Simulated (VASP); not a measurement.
# In (Fm-3m) in VASP: notebook

The runs below take In through single point, with LDA.

All numbers are computed with VASP 6.6.1; they aren't measurements. Logs are shortened: lines on timing, memory, paths and dates and some standing lists are left out, and cuts for length are marked.

### 1 The cell of the first run

Symmetry: Fm-3m, No. 225, cubic system. The conventional cell has a = 4.615 Å, b = 4.615 Å, c = 4.615 Å, α = 90.00°, β = 90.00°, γ = 90.00°. In (site symmetry m-3m) has 12 In at 3.26 Å within 4.3 Å.

### 2 Single point, LDA

Contents of INCAR:

```
SYSTEM = In
ALGO = Normal
EDIFF = 1E-7
ENCUT = 520
ISIF = 2
ISMEAR = -1
LASPH = .True.
LCHARG = .False.
LREAL = .False.
LWAVE = .False.
NBANDS = 12
NELM = 60
PREC = Accurate
SIGMA = 0.1
```

Contents of KPOINTS:

```
k-points
0
Gamma
  12 12 12
  0 0 0
```

Contents of POSCAR:

```
In
1.0
    0.0000000000      2.3072978333      2.3072978333
    2.3072978333      0.0000000000      2.3072978333
    2.3072978333      2.3072978333      0.0000000000
In
1
Direct
    0.0000000000      0.0000000000      0.0000000000
```

Potentials or basis: VASP PAW LDA potentials, release 64 (In_d).

Command:

```
cat potpaw_LDA.64/In_d/POTCAR > POTCAR
mpirun -np 1 vasp_std > vasp.out
```

OUTCAR:

```text
SYSTEM = In
   EDIFF = 1E-7
   ENCUT = 520
   ISIF = 2
   ISMEAR = -1
   LASPH = .True.
   LREAL = .False.
   NELM = 60
   PREC = Accurate

 ion  position               nearest neighbor table
   1  0.000  0.000  0.000-

  LATTYP: Found a face centered cubic cell.
 ALAT       =     4.6145956666

  Lattice vectors:

 A1 = (   0.0000000000,   2.3072978333,   2.3072978333)
 A2 = (   2.3072978333,   0.0000000000,   2.3072978333)
 A3 = (   2.3072978333,   2.3072978333,   0.0000000000)

Analysis of symmetry for initial positions (statically):
=====================================================================
 Subroutine PRICEL returns:
 Original cell was already a primitive cell.

 Routine SETGRP: Setting up the symmetry group for a
 face centered cubic supercell.

 Subroutine GETGRP returns: Found 48 space group operations
 (whereof 48 operations were pure point group operations)
 out of a pool of 48 trial point group operations.

The static configuration has the point symmetry O_h .

Analysis of symmetry for dynamics (positions and initial velocities):
=====================================================================
 Subroutine PRICEL returns:
 Original cell was already a primitive cell.

 Routine SETGRP: Setting up the symmetry group for a
 face centered cubic supercell.

 Subroutine GETGRP returns: Found 48 space group operations
 (whereof 48 operations were pure point group operations)
 out of a pool of 48 trial point group operations.

The dynamic configuration has the point symmetry O_h .

 Subroutine INISYM returns: Found 48 space group operations
 (whereof 48 operations are pure point group operations),
 and found     1 'primitive' translations

----------------------------------------------------------------------------------------

                                     Primitive cell

  volume of cell :      24.5664

  direct lattice vectors                    reciprocal lattice vectors
     0.000000000  2.307297833  2.307297833    -0.216703710  0.216703710  0.216703710
     2.307297833  0.000000000  2.307297833     0.216703710 -0.216703710  0.216703710
     2.307297833  2.307297833  0.000000000     0.216703710  0.216703710 -0.216703710

  length of vectors
     3.263011888  3.263011888  3.263011888     0.375341835  0.375341835  0.375341835

  position of ions in fractional coordinates (direct lattice)
     0.000000000  0.000000000  0.000000000

  ion indices of the primitive-cell ions
   primitive index   ion index
                 1           1

----------------------------------------------------------------------------------------

 KPOINTS: k-points

Automatic generation of k-mesh.
 Grid dimensions read from file:
 generate k-points for:   12   12   12

 Generating k-lattice:

  Cartesian coordinates                     Fractional coordinates (reciprocal lattice)
    -0.018058642  0.018058642  0.018058642     0.083333333  0.000000000  0.000000000
     0.018058642 -0.018058642  0.018058642     0.000000000  0.083333333  0.000000000
     0.018058642  0.018058642 -0.018058642     0.000000000  0.000000000  0.083333333

  Length of vectors
     0.031278486  0.031278486  0.031278486

  Shift w.r.t. Gamma in fractional coordinates (k-lattice)
     0.000000000  0.000000000  0.000000000

 Subroutine IBZKPT returns following result:
 ===========================================

 Found     72 irreducible k-points:

 Following reciprocal coordinates:
            Coordinates               Weight
  0.000000  0.000000  0.000000      1.000000
  0.083333  0.000000  0.000000      8.000000
  0.166667  0.000000  0.000000      8.000000
  0.250000  0.000000  0.000000      8.000000
  0.333333  0.000000  0.000000      8.000000
  0.416667  0.000000  0.000000      8.000000
[... 16 lines left out ...]
  0.500000  0.166667  0.000000     24.000000
 -0.416667  0.166667  0.000000     24.000000
 [... further k-points ...]
   k-points           NKPTS =     72   k-points in BZ     NKDIM =     72   number of bands    NBANDS=     12
   number of dos      NEDOS =    301   number of ions     NIONS =      1
   total plane-waves  NPLWV =  13824
   dimension x,y,z NGX =    24 NGY =   24 NGZ =   24
   dimension x,y,z NGXF=    48 NGYF=   48 NGZF=   48
   ions per type =               1
   NGX,Y,Z   is equivalent  to a cutoff of  12.23, 12.23, 12.23 a.u.
   NGXF,Y,Z  is equivalent  to a cutoff of  24.46, 24.46, 24.46 a.u.
 SYSTEM =  In
   PREC   = accura    normal or accurate (medium, high low for compatibility)
   ISTART =      0    job   : 0-new  1-cont  2-samecut
   ICHARG =      2    charge: 1-file 2-atom 10-const
   ISPIN  =      1    spin polarized calculation?
   LNONCOLLINEAR =      F non collinear calculations
   LSORBIT =      F    spin-orbit coupling
   LASPH  =      T    aspherical Exc in radial PAW
   ENCUT  =  520.0 eV  38.22 Ry    6.18 a.u.   6.07  6.07  6.07*2*pi/ulx,y,z
   NELM   =     60;   NELMIN=  2; NELMDL= -5     # of ELM steps
   EDIFF  = 0.1E-06   stopping-criterion for ELM
   LREAL  =      F    real-space projection
   EDIFFG = 0.1E-05   stopping-criterion for IOM
   NSW    =      0    number of steps for IOM
   IBRION =     -1    ionic relax: 0-MD 1-quasi-New 2-CG
   NFREE  =      0    steps in history (QN), initial steepest desc. (CG)
   ISIF   =      2    stress and relaxation
   ISYM   =      2    0-nonsym 1-usesym 2-fastsym
   POTIM  = 0.5000    time-step for ionic-motion
   TEBEG  =    0.0;   TEEND  =   0.0 temperature during run
   PSTRESS=    0.0 pullay stress
   NELECT =      13.0000    total number of electrons
   NUPDOWN=      -1.0000    fix difference up-down
   EMIN   =  10.00;   EMAX   =-10.00  energy-range for DOS
   EFERMI =   0.00;   METHOD = LEGACY
   ISMEAR =    -1;   SIGMA  =   0.10  broadening in eV -4-tet -1-fermi 0-gaus
   EFERMI_NEDOS =   21; number of points for ismear=-14 and -15
   IALGO  =     38    algorithm
   IMIX   =      4    mixing-type and parameters
     AMIX     =   0.40;   BMIX     =  1.00
     AMIX_MAG =   1.60;   BMIX_MAG =  1.00
  volume/ion in A,a.u.               =      24.57       165.78
  Fermi-wavevector in a.u.,A,eV,Ry     =   1.324166  2.502310 23.856652  1.753414
  Thomas-Fermi vector in A             =   2.453720
   LORBIT       =      0    0 simple, 1 ext, 2 COOP (PROOUT), +10 PAW based schemes
   GGA     = CA    functional components
   LHFCALC =     F    Hartree Fock is set to
   AEXX    =    0.0000 exact exchange contribution
   IVDW    =     0    specifies the selected vdW correction
   LEPSILON=     F    determine dielectric tensor
   LRPA    =     F    only Hartree local field effects (RPA)
 non-spin polarized calculation
  energy-cutoff  :      520.00
  volume of cell :       24.57
 maximum number of plane-waves:       684
   NGX = 13   NGY = 13   NGZ = 13

 number of electron      13.0000006 magnetization

 Free energy of the ion-electron system (eV)
  ---------------------------------------------------
  ext. energy  EPLUGINS =         0.00000000
  ---------------------------------------------------
  free energy    TOTEN  =        -3.22358960 eV

  energy without entropy =       -3.20788850  energy(sigma->0) =       -3.21573905

 E-fermi :   7.9263     XC(G=0): -10.8307

 val. band max:        7.8952849488   @ k =  -0.3333   0.3333   0.0000
 cond. band min:       7.9754622495   @ k =  -0.3333   0.4167   0.0833
 fundamental gap:      0.0801773007
 Fermi energy:         7.9262594961

 k-point     1 :       0.0000    0.0000    0.0000
  band No.  band energies     occupation
      1      -6.6695      2.00000
      2      -6.6695      2.00000
      3      -6.6695      2.00000
      4      -6.4620      2.00000
      5      -6.4620      2.00000
      6      -2.0554      2.00000
      7      18.9876      0.00000
      8      18.9876      0.00000
      9      18.9876      0.00000
     10      19.7058      0.00000
     11      22.5433      0.00000
     12      22.5433      0.00000

 k-point     2 :       0.0833    0.0000    0.0000
  band No.  band energies     occupation
      1      -6.6725      2.00000
      2      -6.6555      2.00000
      3      -6.6555      2.00000
      4      -6.4636      2.00000
      5      -6.4636      2.00000
      6      -1.8957      2.00000
      7      17.1139      0.00000
      8      18.7147      0.00000
      9      18.7147      0.00000
     10      19.5803      0.00000
     11      23.0163      0.00000
     12      23.0163      0.00000

 k-point     3 :       0.1667    0.0000    0.0000
  band No.  band energies     occupation
      1      -6.6836      2.00000
      2      -6.6276      2.00000
      3      -6.6276      2.00000
      4      -6.4572      2.00000
      5      -6.4572      2.00000
      6      -1.4108      2.00000
      7      14.1434      0.00000
      8      18.1529      0.00000
      9      18.1529      0.00000
     10      19.5356      0.00000
     11      23.3826      0.00000
     12      23.8589      0.00000
[... 286 lines left out ...]
 k-point    23 :       0.5000    0.1667    0.0000
  band No.  band energies     occupation
      1      -6.7469      2.00000
      2      -6.6419      2.00000
      3      -6.5642      2.00000
      4      -6.3935      2.00000
      5      -6.2711      2.00000
      6       3.1704      2.00000
      7       5.9627      2.00000
      8      13.3407      0.00000
      9      14.8872      0.00000
     10      17.3761      0.00000
     11      23.6123      0.00000
     12      23.8439      0.00000

 k-point    24 :      -0.4167    0.1667    0.0000
  band No.  band energies     occupation
      1      -6.7260      2.00000
      2      -6.6477      2.00000
      3      -6.5731      2.00000
      4      -6.3664      2.00000
      5      -6.3021      2.00000
      6       3.7000      2.00000
      7       5.3429      2.00000
      8      12.7127      0.00000
      9      15.4586      0.00000
     10      17.7175      0.00000
     11      23.0802      0.00000
     12      23.3692      0.00000

 [... further k-points ...]
[... 5 lines left out ...]
  --------------------------------------------------------------------------------------
  -------------------------------------------------------------------------------------
  Total        0.0084740      0.0084740      0.0084740     -0.0000000     -0.0000000      0.0000000
  in kB        0.5526575      0.5526575      0.5526575     -0.0000000     -0.0000000      0.0000000
  external PRESSURE =       0.5526575 kB  Pullay stress =       0.0000000 kB

 VOLUME and BASIS-vectors are now :
 -----------------------------------------------------------------------------
  energy-cutoff  :      520.00
  volume of cell :       24.57
      direct lattice vectors                 reciprocal lattice vectors
     0.000000000  2.307297833  2.307297833    -0.216703710  0.216703710  0.216703710
     2.307297833  0.000000000  2.307297833     0.216703710 -0.216703710  0.216703710
     2.307297833  2.307297833  0.000000000     0.216703710  0.216703710 -0.216703710

 POSITION                                       TOTAL-FORCE (eV/Angst)
 -----------------------------------------------------------------------------------
      0.00000      0.00000      0.00000         0.000000      0.000000     -0.000000
 -----------------------------------------------------------------------------------
    total drift:                               -0.000000      0.000000      0.000000

  FREE ENERGIE OF THE ION-ELECTRON SYSTEM (eV)
  ---------------------------------------------------
  free  energy   TOTEN  =        -3.2235895978 eV

  energy  without entropy=       -3.2078884970  energy(sigma->0) =       -3.21573905
```

Wall time 8.6 s (1 thread of Intel Xeon Platinum 8259CL at 2.50GHz (Skylake/Cascade Lake), shared host); peak memory 0.14 GiB.

What came out:

* Free energy: -3.2236 eV
* Pressure: 0.1 GPa

Levels at points of the mesh, in eV from the Fermi level:
```
           k point  band 2  band 3  band 4  band 5  band 6  band 7  band 8  band 9  band 10  band 11
(0.00, 0.00, 0.00)  -14.60  -14.60  -14.39  -14.39   -9.98   11.06   11.06   11.06    11.78    14.62
(0.50, 0.00, 0.00)  -14.59  -14.59  -14.20  -14.20   -4.38   -3.61    8.78    8.78    11.10    13.12
(0.50, 0.50, 0.00)  -14.76  -14.22  -14.16  -14.16   -2.39   -2.00    4.15    4.15     7.84     7.99
```

Caveat: spin-orbit coupling is left out, which moves the levels of the heavy elements.

(Continued in part 2 of 3.)
